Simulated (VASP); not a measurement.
# WC (Fm-3m) in VASP: a series of runs

WC is run at these levels: PBEsol+D3(BJ), BLYP+D3(BJ), PBEsol; tasks: single point.

All numbers are computed with VASP 6.6.1; they aren't measurements. Logs are shortened: lines on timing, memory, paths and dates and some standing lists are left out, and cuts for length are marked.

### Step 1. The cell of the first run

Symmetry: Fm-3m, No. 225, cubic system. Conventional cell: a = 4.319 Å, b = 4.319 Å, c = 4.319 Å, α = 90.00°, β = 90.00°, γ = 90.00°. Within 2.9 Å of W (site symmetry m-3m) lie 6 C at 2.16 Å. Within 2.9 Å of C (site symmetry m-3m) lie 6 W at 2.16 Å.

### Step 2. Single point, PBEsol+D3(BJ)

The input, INCAR:

```
SYSTEM = WC
ALGO = Normal
EDIFF = 1E-7
ENCUT = 520
GGA = PS
ISIF = 2
ISMEAR = 1
IVDW = 12
LASPH = .TRUE.
LCHARG = .FALSE.
LREAL = .FALSE.
LWAVE = .FALSE.
NBANDS = 16
NELM = 60
PREC = Accurate
SIGMA = 0.2
```

The input, KPOINTS:

```
k-points
0
G
  11 11 11
  0 0 0
```

The input, POSCAR:

```
WC
1.0
    0.0000000000      2.1597332218      2.1597332218
    2.1597332218      0.0000000000      2.1597332218
    2.1597332218      2.1597332218      0.0000000000
W C
1 1
Direct
    0.0000000000      0.0000000000      0.0000000000
    0.5000000000      0.5000000000      0.5000000000
```

Potentials or basis: VASP PAW PBE potentials, release 64 (W_sv, C).

On the command line:

```bash
$ cat potpaw_PBE.64/W_sv/POTCAR potpaw_PBE.64/C/POTCAR > POTCAR
$ mpirun -np 1 vasp_std > vasp.out
```

OUTCAR:

```text
SYSTEM = WC
   EDIFF = 1E-7
   ENCUT = 520
   GGA = PS
   ISIF = 2
   ISMEAR = 1
   IVDW = 12
   LASPH = .TRUE.
   LREAL = .FALSE.
   NELM = 60
   PREC = Accurate
 IVDW          = 12

 ion  position               nearest neighbor table
   1  0.000  0.000  0.000-   2 2.16   2 2.16   2 2.16   2 2.16   2 2.16   2 2.16
   2  0.500  0.500  0.500-   1 2.16   1 2.16   1 2.16   1 2.16   1 2.16   1 2.16

  LATTYP: Found a face centered cubic cell.
 ALAT       =     4.3194664436

  Lattice vectors:

 A1 = (   0.0000000000,   2.1597332218,   2.1597332218)
 A2 = (   2.1597332218,   0.0000000000,   2.1597332218)
 A3 = (   2.1597332218,   2.1597332218,   0.0000000000)

Analysis of symmetry for initial positions (statically):
=====================================================================
 Subroutine PRICEL returns:
 Original cell was already a primitive cell.

 Routine SETGRP: Setting up the symmetry group for a
 face centered cubic supercell.

 Subroutine GETGRP returns: Found 48 space group operations
 (whereof 48 operations were pure point group operations)
 out of a pool of 48 trial point group operations.

The static configuration has the point symmetry O_h .

Analysis of symmetry for dynamics (positions and initial velocities):
=====================================================================
 Subroutine PRICEL returns:
 Original cell was already a primitive cell.

 Routine SETGRP: Setting up the symmetry group for a
 face centered cubic supercell.

 Subroutine GETGRP returns: Found 48 space group operations
 (whereof 48 operations were pure point group operations)
 out of a pool of 48 trial point group operations.

The dynamic configuration has the point symmetry O_h .

 Subroutine INISYM returns: Found 48 space group operations
 (whereof 48 operations are pure point group operations),
 and found     1 'primitive' translations

----------------------------------------------------------------------------------------

                                     Primitive cell

  volume of cell :      20.1479

  direct lattice vectors                    reciprocal lattice vectors
     0.000000000  2.159733222  2.159733222    -0.231510075  0.231510075  0.231510075
     2.159733222  0.000000000  2.159733222     0.231510075 -0.231510075  0.231510075
     2.159733222  2.159733222  0.000000000     0.231510075  0.231510075 -0.231510075

  length of vectors
     3.054324013  3.054324013  3.054324013     0.400987212  0.400987212  0.400987212

  position of ions in fractional coordinates (direct lattice)
     0.000000000  0.000000000  0.000000000
     0.500000000  0.500000000  0.500000000

  ion indices of the primitive-cell ions
   primitive index   ion index
                 1           1
                 2           2

----------------------------------------------------------------------------------------

 KPOINTS: k-points

Automatic generation of k-mesh.
 Grid dimensions read from file:
 generate k-points for:   11   11   11

 Generating k-lattice:

  Cartesian coordinates                     Fractional coordinates (reciprocal lattice)
    -0.021046370  0.021046370  0.021046370     0.090909091  0.000000000  0.000000000
     0.021046370 -0.021046370  0.021046370     0.000000000  0.090909091  0.000000000
     0.021046370  0.021046370 -0.021046370     0.000000000  0.000000000  0.090909091

  Length of vectors
     0.036453383  0.036453383  0.036453383

  Shift w.r.t. Gamma in fractional coordinates (k-lattice)
     0.000000000  0.000000000  0.000000000

 Subroutine IBZKPT returns following result:
 ===========================================

 Found     56 irreducible k-points:

 Following reciprocal coordinates:
            Coordinates               Weight
  0.000000  0.000000  0.000000      1.000000
  0.090909  0.000000  0.000000      8.000000
  0.181818  0.000000  0.000000      8.000000
  0.272727  0.000000  0.000000      8.000000
  0.363636  0.000000  0.000000      8.000000
  0.454545  0.000000  0.000000      8.000000
[... 16 lines left out ...]
 -0.272727  0.181818  0.000000     24.000000
 -0.181818  0.181818  0.000000     12.000000
 [... further k-points ...]
   k-points           NKPTS =     56   k-points in BZ     NKDIM =     56   number of bands    NBANDS=     16
   number of dos      NEDOS =    301   number of ions     NIONS =      2
   total plane-waves  NPLWV =  13824
   dimension x,y,z NGX =    24 NGY =   24 NGZ =   24
   dimension x,y,z NGXF=    48 NGYF=   48 NGZF=   48
   ions per type =               1   1
   NGX,Y,Z   is equivalent  to a cutoff of  13.06, 13.06, 13.06 a.u.
   NGXF,Y,Z  is equivalent  to a cutoff of  26.13, 26.13, 26.13 a.u.
 SYSTEM =  WC
   PREC   = accura    normal or accurate (medium, high low for compatibility)
   ISTART =      0    job   : 0-new  1-cont  2-samecut
   ICHARG =      2    charge: 1-file 2-atom 10-const
   ISPIN  =      1    spin polarized calculation?
   LNONCOLLINEAR =      F non collinear calculations
   LSORBIT =      F    spin-orbit coupling
   LASPH  =      T    aspherical Exc in radial PAW
   ENCUT  =  520.0 eV  38.22 Ry    6.18 a.u.   5.68  5.68  5.68*2*pi/ulx,y,z
   NELM   =     60;   NELMIN=  2; NELMDL= -5     # of ELM steps
   EDIFF  = 0.1E-06   stopping-criterion for ELM
   LREAL  =      F    real-space projection
   EDIFFG = 0.1E-05   stopping-criterion for IOM
   NSW    =      0    number of steps for IOM
   IBRION =     -1    ionic relax: 0-MD 1-quasi-New 2-CG
   NFREE  =      0    steps in history (QN), initial steepest desc. (CG)
   ISIF   =      2    stress and relaxation
   ISYM   =      2    0-nonsym 1-usesym 2-fastsym
   POTIM  = 0.5000    time-step for ionic-motion
   TEBEG  =    0.0;   TEEND  =   0.0 temperature during run
   PSTRESS=    0.0 pullay stress
   NELECT =      18.0000    total number of electrons
   NUPDOWN=      -1.0000    fix difference up-down
   EMIN   =  10.00;   EMAX   =-10.00  energy-range for DOS
   EFERMI =   0.00;   METHOD = LEGACY
   ISMEAR =     1;   SIGMA  =   0.20  broadening in eV -4-tet -1-fermi 0-gaus
   EFERMI_NEDOS =   21; number of points for ismear=-14 and -15
   IALGO  =     38    algorithm
   IMIX   =      4    mixing-type and parameters
     AMIX     =   0.40;   BMIX     =  1.00
     AMIX_MAG =   1.60;   BMIX_MAG =  1.00
  volume/ion in A,a.u.               =      10.07        67.98
  Fermi-wavevector in a.u.,A,eV,Ry     =   1.576724  2.979575 33.824862  2.486057
  Thomas-Fermi vector in A             =   2.677514
   LORBIT       =      0    0 simple, 1 ext, 2 COOP (PROOUT), +10 PAW based schemes
   GGA     = PS    functional components
   LHFCALC =     F    Hartree Fock is set to
   AEXX    =    0.0000 exact exchange contribution
   IVDW    =    12    specifies the selected vdW correction
   LEPSILON=     F    determine dielectric tensor
   LRPA    =     F    only Hartree local field effects (RPA)
 non-spin polarized calculation
 Methfessel and Paxton  Order N= 1 SIGMA  =   0.20
  energy-cutoff  :      520.00
  volume of cell :       20.15
 maximum number of plane-waves:       556
   NGX = 11   NGY = 11   NGZ = 11

 number of electron      17.9999999 magnetization

 Free energy of the ion-electron system (eV)
  ---------------------------------------------------
  ext. energy  EPLUGINS =         0.00000000
  ---------------------------------------------------
  free energy    TOTEN  =       -22.97211441 eV

  energy without entropy =      -22.96764315  energy(sigma->0) =      -22.97062399

 E-fermi :  12.9549     XC(G=0): -14.0953

 val. band max:       12.9357195682   @ k =  -0.2727   0.4545   0.1818
 cond. band min:      12.9651424627   @ k =   0.2727   0.2727   0.0000
 fundamental gap:      0.0294228945
 Fermi energy:        12.9548571316

 k-point     1 :       0.0000    0.0000    0.0000
  band No.  band energies     occupation
      1     -62.3872      2.00000
      2     -26.3794      2.00000
      3     -26.3794      2.00000
      4     -26.3794      2.00000
      5      -3.2229      2.00000
      6      10.0194      2.00000
[... 8 lines left out ...]
     15      22.5278      0.00000
     16      37.0361      0.00000

 k-point     2 :       0.0909    0.0000    0.0000
  band No.  band energies     occupation
      1     -62.3836      2.00000
      2     -26.4380      2.00000
      3     -26.3856      2.00000
      4     -26.3856      2.00000
      5      -2.9755      2.00000
      6       9.2233      2.00000
[... 8 lines left out ...]
     15      23.1077      0.00000
     16      34.6505      0.00000

 k-point     3 :       0.1818    0.0000    0.0000
  band No.  band energies     occupation
      1     -62.3737      2.00000
      2     -26.5924      2.00000
      3     -26.4020      2.00000
      4     -26.4020      2.00000
      5      -2.2717      2.00000
      6       7.7177      2.00000
[... 8 lines left out ...]
     15      24.5149      0.00000
     16      31.6807      0.00000

 k-point     4 :       0.2727    0.0000    0.0000
  band No.  band energies     occupation
      1     -62.3607      2.00000
      2     -26.7890      2.00000
      3     -26.4233      2.00000
      4     -26.4233      2.00000
      5      -1.2145      2.00000
      6       6.1025      2.00000
[... 8 lines left out ...]
     15      25.6720      0.00000
     16      29.7841      0.00000
[... 324 lines left out ...]
 k-point    22 :      -0.3636    0.1818    0.0000
  band No.  band energies     occupation
      1     -62.3372      2.00000
      2     -26.9745      2.00000
      3     -26.6120      2.00000
      4     -26.4725      2.00000
      5       0.8356      2.00000
      6       3.8398      2.00000
[... 8 lines left out ...]
     15      25.7346      0.00000
     16      26.6361      0.00000

 k-point    23 :      -0.2727    0.1818    0.0000
  band No.  band energies     occupation
      1     -62.3452      2.00000
      2     -26.8815      2.00000
      3     -26.5952      2.00000
      4     -26.4406      2.00000
      5       0.0258      2.00000
      6       4.6579      2.00000
[... 8 lines left out ...]
     15      25.9667      0.00000
     16      26.7282      0.00000

 k-point    24 :      -0.1818    0.1818    0.0000
  band No.  band energies     occupation
      1     -62.3563      2.00000
      2     -26.7669      2.00000
      3     -26.5379      2.00000
      4     -26.4130      2.00000
      5      -0.9524      2.00000
      6       5.8022      2.00000
[... 8 lines left out ...]
     15      26.0252      0.00000
     16      27.1640      0.00000

 [... further k-points ...]

------------------------ aborting loop because EDIFF is reached ----------------------------------------

 Edisp (eV)   -0.92635

 E8    (eV) :    -0.6382

  FORCE on cell =-STRESS in cart. coord.  units (eV):
  Direction    XX          YY          ZZ          XY          YZ          ZX
  --------------------------------------------------------------------------------------
  -------------------------------------------------------------------------------------
  Total       0.15369     0.15369     0.15369     0.00000    -0.00000    -0.00000
  in kB      12.22127    12.22127    12.22127     0.00000    -0.00000    -0.00000
  external pressure =       12.22 kB  Pullay stress =        0.00 kB

 VOLUME and BASIS-vectors are now :
 -----------------------------------------------------------------------------
  energy-cutoff  :      520.00
  volume of cell :       20.15
      direct lattice vectors                 reciprocal lattice vectors
     0.000000000  2.159733222  2.159733222    -0.231510075  0.231510075  0.231510075
     2.159733222  0.000000000  2.159733222     0.231510075 -0.231510075  0.231510075
     2.159733222  2.159733222  0.000000000     0.231510075  0.231510075 -0.231510075

 POSITION                                       TOTAL-FORCE (eV/Angst)
 -----------------------------------------------------------------------------------
      0.00000      0.00000      0.00000        -0.000000     -0.000000     -0.000000
      2.15973      2.15973      2.15973         0.000000      0.000000      0.000000
 -----------------------------------------------------------------------------------
    total drift:                                0.000000     -0.000000     -0.000000

  FREE ENERGIE OF THE ION-ELECTRON SYSTEM (eV)
  ---------------------------------------------------
  free  energy   TOTEN  =       -23.8984628879 eV

  energy  without entropy=      -23.8939916238  energy(sigma->0) =      -23.89697247
```

Run time: 19 s. Hardware: 1 thread of Intel Xeon 8259CL, shared host; peak memory 0.16 GiB.

Results:

```
Free energy                : -23.8985 eV
Pressure                   : 1.2 GPa
Band gap on the k mesh     : zero (bands 9 and 10 overlap by 3.29 eV)
Dispersion energy per atom : -0.463 eV
```

Levels at points of the mesh, in eV from the Fermi level:
| k point | band 5 | band 6 | band 7 | band 8 | band 9 | band 10 | band 11 | band 12 | band 13 | band 14 |
| --- | --- | --- | --- | --- | --- | --- | --- | --- | --- | --- |
| (0.00, 0.00, 0.00) | -16.18 | -2.94 | -2.94 | -2.94 | -1.11 | -1.11 | -1.11 | -1.02 | -1.02 | 7.05 |

Caveat: the PAW data sets were made with another functional, which shifts forces and pressure a little; spin-orbit coupling is left out, which moves the levels of the heavy elements.

[end of part 1 of 2]
